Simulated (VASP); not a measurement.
# Si2Sb2Se (P6/mmm) in VASP: notebook

The runs below take Si2Sb2Se through relaxation of cell and atoms, single point, with PBE.

Program: VASP 6.6.1. These are calculated values, not measurements. Logs are shortened: lines on timing, memory, paths and dates and some standing lists are left out, and cuts for length are marked.

## 1. The cell of the first run

It takes space group P6/mmm (No. 191, hexagonal). The conventional cell has a = 6.764 Å, b = 6.764 Å, c = 3.653 Å, α = 90.00°, β = 90.00°, γ = 120.00°. Within 2.4 Å of Si (site symmetry -6m2) lie 2 Sb at 1.83 Å. Sb (site symmetry -6m2) has 2 Si at 1.83 Å within 2.4 Å. Within 4.8 Å of Se (site symmetry 6/mmm) lie 2 Se at 3.65 Å and 6 Si at 3.91 Å and 12 Sb at 4.31 Å.

## 2. Relaxation of cell and atoms, PBE

File INCAR:

```
PREC = Accurate ; ENCUT = 600
EDIFF = 1E-6 ; ISMEAR = 0
SIGMA = 0.1 ; LREAL = F
LASPH = T ; NELM = 80
ALGO = Normal ; ISIF = 3
LWAVE = F ; LCHARG = F
GGA = PE ; IBRION = 2
NSW = 90 ; EDIFFG = -0.04
```

File KPOINTS:

```
Automatic mesh
0
Gamma
  3 3 6
```

File POSCAR:

```
Si2Sb2Se
1.0
    6.7637686900      0.0000000000      0.0000000000
   -3.3818843500      5.8575955100      0.0000000000
    0.0000000000      0.0000000000      3.6525964200
Si Sb Se
2 2 1
Direct
    0.3333333300      0.6666666700      0.0000000000
    0.6666666700      0.3333333300      0.0000000000
    0.3333333300      0.6666666700      0.5000000000
    0.6666666700      0.3333333300      0.5000000000
    0.0000000000      0.0000000000      0.0000000000
```

Potentials or basis: VASP PAW PBE potentials, release 64 (Si, Sb, Se).

The run is started by

```sh
$ cat potpaw_PBE.64/Si/POTCAR potpaw_PBE.64/Sb/POTCAR potpaw_PBE.64/Se/POTCAR > POTCAR
$ mpirun -np 1 vasp_std > vasp.out
```

OUTCAR:

```text
PREC = Accurate
   ENCUT = 600
   EDIFF = 1E-6
   ISMEAR = 0
   LREAL = F
   LASPH = T
   NELM = 80
   ISIF = 3
   GGA = PE
   IBRION = 2
   NSW = 90
   EDIFFG = -0.04

 ion  position               nearest neighbor table
   1  0.333  0.667  0.000-   3 1.83   3 1.83
   2  0.667  0.333  0.000-   4 1.83   4 1.83
   3  0.333  0.667  0.500-   1 1.83   1 1.83
   4  0.667  0.333  0.500-   2 1.83   2 1.83
   5  0.000  0.000  0.000-

  LATTYP: Found a hexagonal cell.
 ALAT       =     6.7637686900
 C/A-ratio  =     0.5400238517

  Lattice vectors:

 A1 = (   6.7637686900,   0.0000000000,   0.0000000000)
 A2 = (  -3.3818843500,   5.8575955100,   0.0000000000)
 A3 = (   0.0000000000,   0.0000000000,   3.6525964200)

Analysis of symmetry for initial positions (statically):
=====================================================================
 Subroutine PRICEL returns:
 Original cell was already a primitive cell.

 Routine SETGRP: Setting up the symmetry group for a
 hexagonal supercell.

 Subroutine GETGRP returns: Found 24 space group operations
 (whereof 24 operations were pure point group operations)
 out of a pool of 24 trial point group operations.

The static configuration has the point symmetry D_6h.

Analysis of symmetry for dynamics (positions and initial velocities):
=====================================================================
 Subroutine PRICEL returns:
 Original cell was already a primitive cell.

 Routine SETGRP: Setting up the symmetry group for a
 hexagonal supercell.

 Subroutine GETGRP returns: Found 24 space group operations
 (whereof 24 operations were pure point group operations)
 out of a pool of 24 trial point group operations.

The dynamic configuration has the point symmetry D_6h.

 Subroutine INISYM returns: Found 24 space group operations
 (whereof 24 operations are pure point group operations),
 and found     1 'primitive' translations

----------------------------------------------------------------------------------------

                                     Primitive cell

  volume of cell :     144.7138

  direct lattice vectors                    reciprocal lattice vectors
     6.763768690  0.000000000  0.000000000     0.147846570  0.085359257  0.000000000
    -3.381884350  5.857595510  0.000000000     0.000000000  0.170718514  0.000000000
     0.000000000  0.000000000  3.652596420     0.000000000  0.000000000  0.273777851

  length of vectors
     6.763768690  6.763768692  3.652596420     0.170718514  0.170718514  0.273777851

  position of ions in fractional coordinates (direct lattice)
     0.333333330  0.666666670  0.000000000
     0.666666670  0.333333330  0.000000000
     0.333333330  0.666666670  0.500000000
     0.666666670  0.333333330  0.500000000
     0.000000000  0.000000000  0.000000000

  ion indices of the primitive-cell ions
   primitive index   ion index
                 1           1
                 2           2
                 3           3
                 4           4
                 5           5

----------------------------------------------------------------------------------------

 KPOINTS: Automatic mesh

Automatic generation of k-mesh.
 Grid dimensions read from file:
 generate k-points for:    3    3    6

 Generating k-lattice:

  Cartesian coordinates                     Fractional coordinates (reciprocal lattice)
     0.049282190  0.028453086  0.000000000     0.333333333  0.000000000  0.000000000
     0.000000000  0.056906171  0.000000000     0.000000000  0.333333333  0.000000000
     0.000000000  0.000000000  0.045629642     0.000000000  0.000000000  0.166666667

  Length of vectors
     0.056906171  0.056906171  0.045629642

  Shift w.r.t. Gamma in fractional coordinates (k-lattice)
     0.000000000  0.000000000  0.000000000

 Subroutine IBZKPT returns following result:
 ===========================================

 Found     12 irreducible k-points:

 Following reciprocal coordinates:
            Coordinates               Weight
  0.000000  0.000000  0.000000      1.000000
  0.333333  0.000000  0.000000      6.000000
  0.333333  0.333333  0.000000      2.000000
  0.000000  0.000000  0.166667      2.000000
  0.333333  0.000000  0.166667     12.000000
  0.333333  0.333333  0.166667      4.000000
  0.000000  0.000000  0.333333      2.000000
  0.333333  0.000000  0.333333     12.000000
  0.333333  0.333333  0.333333      4.000000
  0.000000  0.000000  0.500000      1.000000
  0.333333  0.000000  0.500000      6.000000
  0.333333  0.333333  0.500000      2.000000
   k-points           NKPTS =     12   k-points in BZ     NKDIM =     12   number of bands    NBANDS=     16
   number of dos      NEDOS =    301   number of ions     NIONS =      5
   total plane-waves  NPLWV =  87480
   dimension x,y,z NGX =    54 NGY =   54 NGZ =   30
   dimension x,y,z NGXF=   108 NGYF=  108 NGZF=   60
   ions per type =               2   2   1
   NGX,Y,Z   is equivalent  to a cutoff of  13.27, 13.27, 13.65 a.u.
   NGXF,Y,Z  is equivalent  to a cutoff of  26.55, 26.55, 27.31 a.u.
 SYSTEM =  unknown system
   PREC   = accura    normal or accurate (medium, high low for compatibility)
   ISTART =      0    job   : 0-new  1-cont  2-samecut
   ICHARG =      2    charge: 1-file 2-atom 10-const
   ISPIN  =      1    spin polarized calculation?
   LNONCOLLINEAR =      F non collinear calculations
   LSORBIT =      F    spin-orbit coupling
   LASPH  =      T    aspherical Exc in radial PAW
   ENCUT  =  600.0 eV  44.10 Ry    6.64 a.u.  13.51 13.51  7.30*2*pi/ulx,y,z
   NELM   =     80;   NELMIN=  2; NELMDL= -5     # of ELM steps
   EDIFF  = 0.1E-05   stopping-criterion for ELM
   LREAL  =      F    real-space projection
   EDIFFG = -.4E-01   stopping-criterion for IOM
   NSW    =     90    number of steps for IOM
   IBRION =      2    ionic relax: 0-MD 1-quasi-New 2-CG
   NFREE  =      1    steps in history (QN), initial steepest desc. (CG)
   ISIF   =      3    stress and relaxation
   ISYM   =      2    0-nonsym 1-usesym 2-fastsym
   POTIM  = 0.5000    time-step for ionic-motion
   TEBEG  =    0.0;   TEEND  =   0.0 temperature during run
   PSTRESS=    0.0 pullay stress
   NELECT =      24.0000    total number of electrons
   NUPDOWN=      -1.0000    fix difference up-down
   EMIN   =  10.00;   EMAX   =-10.00  energy-range for DOS
   EFERMI =   0.00;   METHOD = LEGACY
   ISMEAR =     0;   SIGMA  =   0.10  broadening in eV -4-tet -1-fermi 0-gaus
   EFERMI_NEDOS =   21; number of points for ismear=-14 and -15
   IALGO  =     38    algorithm
   IMIX   =      4    mixing-type and parameters
     AMIX     =   0.40;   BMIX     =  1.00
     AMIX_MAG =   1.60;   BMIX_MAG =  1.00
  volume/ion in A,a.u.               =      28.94       195.32
  Fermi-wavevector in a.u.,A,eV,Ry     =   0.899446  1.699707 11.007166  0.809004
  Thomas-Fermi vector in A             =   2.022281
   LORBIT       =      0    0 simple, 1 ext, 2 COOP (PROOUT), +10 PAW based schemes
   GGA     = PE    functional components
   LHFCALC =     F    Hartree Fock is set to
   AEXX    =    0.0000 exact exchange contribution
   IVDW    =     0    specifies the selected vdW correction
   LEPSILON=     F    determine dielectric tensor
   LRPA    =     F    only Hartree local field effects (RPA)
 conjugate gradient relaxation of ions
 non-spin polarized calculation
 Gauss-broadening in eV      SIGMA  =   0.10
  energy-cutoff  :      600.00
  volume of cell :      144.71
 maximum number of plane-waves:      4893
 NGX is ok and might be reduce to    54
   NGX = 27   NGY = 27   NGZ = 15

--------------------------------------- Ionic step        1  -------------------------------------------

 number of electron      24.0000000 magnetization

 Free energy of the ion-electron system (eV)
  ---------------------------------------------------
  ext. energy  EPLUGINS =         0.00000000
  ---------------------------------------------------
  free energy    TOTEN  =         2.87154206 eV

  energy without entropy =        2.89587481  energy(sigma->0) =        2.88370844

------------------------ aborting loop because EDIFF is reached ----------------------------------------

  FORCE on cell =-STRESS in cart. coord.  units (eV):
  Direction    XX          YY          ZZ          XY          YZ          ZX
  --------------------------------------------------------------------------------------
  -------------------------------------------------------------------------------------
  Total       -0.1392501     -0.1392501    151.5934532      0.0000000      0.0000000      0.0000000
  in kB       -1.5416876     -1.5416876   1678.3449016      0.0000000      0.0000000      0.0000000
  external PRESSURE =     558.4205088 kB  Pullay stress =       0.0000000 kB
[... 1026 lines left out ...]
  band No.  band energies     occupation
      1      -5.4701      2.00000
      2      -2.9610      2.00000
      3      -2.9610      2.00000
      4      -1.5463      2.00000
      5      -1.5463      2.00000
      6       1.9157      2.00000
[... 8 lines left out ...]
     15       9.1996      0.00000
     16       9.1996      0.00000

[... ionic steps 4 to 18 ...]

--------------------------------------- Ionic step       19  -------------------------------------------

 number of electron      23.9999986 magnetization

------------------------ aborting loop because EDIFF is reached ----------------------------------------

  FORCE on cell =-STRESS in cart. coord.  units (eV):
  Direction    XX          YY          ZZ          XY          YZ          ZX
  --------------------------------------------------------------------------------------
  -------------------------------------------------------------------------------------
  Total       -1.6629323     -1.6629323     -0.2017333      0.0000000      0.0000000      0.0000000
  in kB      -21.1201420    -21.1201420     -2.5621225      0.0000000      0.0000000      0.0000000
  external PRESSURE =     -14.9341355 kB  Pullay stress =       0.0000000 kB
[... 63 lines left out ...]
  energy  without entropy=      -20.8737757861  energy(sigma->0) =      -20.89435539

--------------------------------------- Ionic step       21  -------------------------------------------

 number of electron      23.9999987 magnetization

 Free energy of the ion-electron system (eV)
  ---------------------------------------------------
  ext. energy  EPLUGINS =         0.00000000
  ---------------------------------------------------
  free energy    TOTEN  =       -20.91623157 eV

  energy without entropy =      -20.87349230  energy(sigma->0) =      -20.89486193

 E-fermi :   6.5508     XC(G=0):  -9.6537

 val. band max:        6.0857386028   @ k =   0.0000   0.0000   0.1667
 cond. band min:       6.5766143041   @ k =   0.3333   0.0000   0.3333
 fundamental gap:      0.4908757013
 Fermi energy:         6.5508351425

 k-point     1 :       0.0000    0.0000    0.0000
  band No.  band energies     occupation
      1      -7.2958      2.00000
      2      -5.1598      2.00000
      3      -0.5564      2.00000
      4      -0.4222      2.00000
      5       0.6179      2.00000
      6       2.5453      2.00000
[... 249 lines left out ...]
  FREE ENERGIE OF THE ION-ELECTRON SYSTEM (eV)
  ---------------------------------------------------
  free  energy   TOTEN  =       -20.9162315667 eV

  energy  without entropy=      -20.8734922967  energy(sigma->0) =      -20.89486193

 reached required accuracy - stopping structural energy minimisation
```

It took 12 min on 1 thread of Intel Xeon Platinum 8259CL at 2.50GHz (Skylake/Cascade Lake), shared host; peak memory 0.32 GiB.

What came out:

| Property | Result |
| --- | --- |
| Free energy | -20.9162 eV |
| Relaxed volume | 24.52 Å³/atom |
| Relaxed cell | a = 4.970 Å, b = 4.970 Å, c = 5.730 Å, α = 90.00°, β = 90.00°, γ = 120.00° |
| Space group after relaxing (to 0.05 Å) | P6/mmm (No. 191) |
| Energy gained by relaxing | 4757.6 meV/atom |
| Ionic steps | 21 |
| Pressure after relaxing | 0.0 GPa |
| Band gap on the k mesh | zero (band 12 reaches 6.61 eV, above the bottom of band 13 at 5.15 eV) |

The path:
| step | energy change (eV) | largest force (eV/Å) | pressure (GPa) | volume (Å³) |
| --- | --- | --- | --- | --- |
| 1 | 0.0000 | 0.0000 | 55.84 | 144.71 |
| 2 | -13.2970 | 0.0000 | -5.69 | 355.42 |
| 3 | -13.5882 | 0.0000 | -5.90 | 344.03 |
| 4 | -13.9647 | 0.0000 | -6.17 | 332.69 |
| 5 | -17.6439 | 0.0000 | -7.04 | 238.81 |
| 6 | -18.1248 | 0.0000 | -0.16 | 191.79 |
| 7 | -18.3084 | 0.0000 | -5.48 | 216.22 |
| 8 | -18.3798 | 0.0000 | -4.68 | 208.38 |
| 9 | -18.3792 | 0.0000 | -4.44 | 207.11 |
| 10 | -19.8405 | 0.0000 | -5.53 | 179.42 |
| 11 | -22.3579 | 0.0000 | -5.29 | 141.99 |
| 12 | -15.2181 | 0.0000 | 74.34 | 79.23 |
| 13 | -23.1217 | 0.0000 | -3.18 | 130.40 |
| 14 | -23.4865 | 0.0000 | 7.49 | 110.10 |
| 15 | -23.5669 | 0.0000 | 2.80 | 116.70 |
| 16 | -23.5707 | 0.0000 | 3.85 | 115.13 |
| 17 | -23.5142 | 0.0000 | 4.82 | 117.28 |
| 18 | -23.7251 | 0.0000 | 3.40 | 116.21 |
| 19 | -23.7670 | 0.0000 | -1.49 | 126.15 |
| 20 | -23.7865 | 0.0000 | 0.03 | 122.33 |
| 21 | -23.7878 | 0.0000 | 0.04 | 122.58 |

Final structure:
```yaml
crystal:
  lattice:
    - [4.97004, 0.00000, 0.00000]
    - [-2.48502, 4.30418, 0.00000]
    - [0.00000, 0.00000, 5.73002]
  atoms:
    - { symbol: Si, position: [0.33333, 0.66667, 0.00000] }
    - { symbol: Si, position: [0.66667, 0.33333, 0.00000] }
    - { symbol: Sb, position: [0.33333, 0.66667, 0.50000] }
    - { symbol: Sb, position: [0.66667, 0.33333, 0.50000] }
    - { symbol: Se, position: [0.00000, 0.00000, 0.00000] }
```

Caveat: the volume moved by over 15 % at a fixed basis, so the end points are rough; spin-orbit coupling is left out, which moves the levels of the heavy elements.

## 3. Relaxation of cell and atoms, PBE

This run uses another cell than the first one, of 24.49 Å³/atom, 0.846 times its volume.

File INCAR:

```
SYSTEM = Si2Sb2Se
  PREC = Accurate
  ENCUT = 600
  EDIFF = 1E-7
  ISMEAR = 0
  SIGMA = 0.1
  LREAL = .FALSE.
  LASPH = .TRUE.
  NELM = 60
  ALGO = Normal
  ISIF = 3
  LWAVE = .FALSE.
  LCHARG = .FALSE.
  GGA = PE
  IBRION = 2
  NSW = 90
  EDIFFG = -0.04
```

File KPOINTS:

```
regular mesh
0
G
  6 6 4
  0 0 0
```

File POSCAR:

```
Si2Sb2Se
1.0
    4.9702751510      0.0000000000      0.0000000000
   -2.4851375755      4.3043845445      0.0000000000
    0.0000000000      0.0000000000      5.7225446707
Si Sb Se
2 2 1
Direct
    0.3333333333      0.6666666667      0.0000000000
    0.6666666667      0.3333333333      0.0000000000
    0.3333333333      0.6666666667      0.5000000000
    0.6666666667      0.3333333333      0.5000000000
    0.0000000000      0.0000000000      0.0000000000
```

Potentials or basis: VASP PAW PBE potentials, release 64 (Si, Sb, Se).

The run is started by

```sh
$ cat potpaw_PBE.64/Si/POTCAR potpaw_PBE.64/Sb/POTCAR potpaw_PBE.64/Se/POTCAR > POTCAR
$ mpirun -np 1 vasp_std > vasp.out
```

Wall time 2.8 min (1 thread of AMD EPYC 7R13, shared host); peak memory 0.27 GiB.

The run converged. Its results:

```
Free energy                            : -20.9021 eV
Relaxed volume                         : 24.39 Å³/atom
Relaxed cell                           : a = 4.988 Å, b = 4.988 Å, c = 5.661 Å, α = 90.00°, β = 90.00°, γ = 120.00°
Space group after relaxing (to 0.05 Å) : P6/mmm (No. 191)
Energy gained by relaxing              : 1.6 meV/atom
Ionic steps                            : 2
Pressure after relaxing                : -0.1 GPa
Band gap on the k mesh                 : zero (band 12 reaches 6.79 eV, above the bottom of band 13 at 5.25 eV)
```

Stress tensor (GPa, compression positive):
```
-0.03  0.00  0.00
 0.00 -0.03  0.00
 0.00  0.00 -0.23
```

The path:
```tsv
step	energy change (eV)	largest force (eV/Å)	pressure (GPa)	volume (Å³)
1	0.0000	0.0000	-0.17	122.43
2	-0.0081	0.0000	-0.10	121.96
```

Final structure:
```
CELL_PARAMETERS angstrom
4.98752 0.00000 0.00000
-2.49376 4.31932 0.00000
0.00000 0.00000 5.66123
ATOMIC_POSITIONS crystal
Si 0.33333 0.66667 0.00000
Si 0.66667 0.33333 0.00000
Sb 0.33333 0.66667 0.50000
Sb 0.66667 0.33333 0.50000
Se 0.00000 0.00000 0.00000
```

Levels at points of the mesh, in eV from the Fermi level:
| k point | band 8 | band 9 | band 10 | band 11 | band 12 | band 13 | band 14 | band 15 | band 16 |
| --- | --- | --- | --- | --- | --- | --- | --- | --- | --- |
| (0.00, 0.00, 0.00) | -3.72 | -3.72 | -2.49 | -1.49 | -1.08 | -1.08 | -0.65 | 1.56 | 1.56 |
| (0.50, 0.00, 0.00) | -3.58 | -2.94 | -1.70 | -1.50 | -0.13 | 1.53 | 1.64 | 2.58 | 2.93 |
| (0.00, 0.00, 0.50) | -3.01 | -3.01 | -2.39 | -2.39 | -2.32 | -0.93 | 0.64 | 0.86 | 0.86 |
| (0.50, 0.00, 0.50) | -2.93 | -1.25 | -0.48 | 0.34 | 0.45 | 1.25 | 1.47 | 1.64 | 2.35 |

Caveat: spin-orbit coupling is left out, which moves the levels of the heavy elements.

[end of part 1 of 2]
